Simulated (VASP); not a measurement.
A run of VASP 6.6.1 is set up as follows.

File INCAR:

```
PREC     = Accurate       # precision mode
ENCUT    = 520            # plane-wave cutoff, eV
EDIFF    = 1E-7           # SCF threshold, eV
ISMEAR   = -1             # smearing method
SIGMA    = 0.05           # smearing width, eV
LREAL    = Auto         
LASPH    = True           # aspherical terms in the spheres
NELM     = 150            # most SCF steps
ALGO     = Normal         # electronic algorithm
ISIF     = 2              # what is computed and relaxed
LWAVE    = False          # write WAVECAR
LCHARG   = False          # write CHGCAR
ISPIN    = 2              # spin polarisation
MAGMOM   = 0 0 0 0 0 0 0 0 0 0 0 0 0 0 0 0 0 # initial moments
LORBIT   = 11             # projections on sites
GGA      = PE             # functional
IVDW     = 12             # dispersion correction
NBANDS   = 53             # bands
```

The input KPOINTS:

```
regular mesh
0
Gamma
  2 2 2
```

Contents of POSCAR:

```
Si16O
1.0
    0.0000000000      5.4300000000      5.4300000000
    5.4300000000      0.0000000000      5.4300000000
    5.4300000000      5.4300000000      0.0000000000
Si O
16 1
Direct
   -0.0080107735     -0.0018461326     -0.0003212707
    0.1172951197      0.1194050645      0.1288406077
   -0.0039794659      0.0254326888      0.5046986188
    0.1237823204      0.1449677716      0.6269965009
   -0.0181983425      0.4919517495     -0.0294845304
    0.1106628913      0.6247903315      0.0813406077
   -0.0031616022      0.5075883057      0.4530501842
    0.1522824125      0.6576503683      0.6163542357
    0.4917996317      0.0057720074      0.0041524862
    0.6175116022      0.1354003683      0.1232987109
    0.4995093002      0.0231636280      0.4973428177
    0.6223720994      0.1428247698      0.6301872007
    0.4848890424      0.5101770718      0.0001575506
    0.6100668508      0.6309143646      0.1300418048
    0.5221302947      0.5161058011      0.5056332413
    0.6374345304      0.6483995396      0.6283678637
    0.1506960405      0.6224240331      0.4196468692
```

Potentials or basis: VASP PAW PBE potentials, release 64 (Si, O).

Launch:

```console
$ cat potpaw_PBE.64/Si/POTCAR potpaw_PBE.64/O/POTCAR > POTCAR
$ mpirun -np 1 vasp_std > vasp.out
```

**Question.** Estimate the band gap on the k mesh.

**Answer.** 0.49 eV.

**Question.** Estimate the pressure.

**Answer.** 1.7 GPa.

**Question.** Estimate the dispersion energy per atom.

**Answer.** -0.307 eV.

**Question.** Predict the largest force.

**Answer.** 0.072 eV/Å.

Stress tensor (GPa, compression positive):
```
1.73 0.90 1.51
0.90 1.86 1.41
1.51 1.41 1.54
```

Caveat: the k points lie up to 0.50 Å⁻¹ apart.
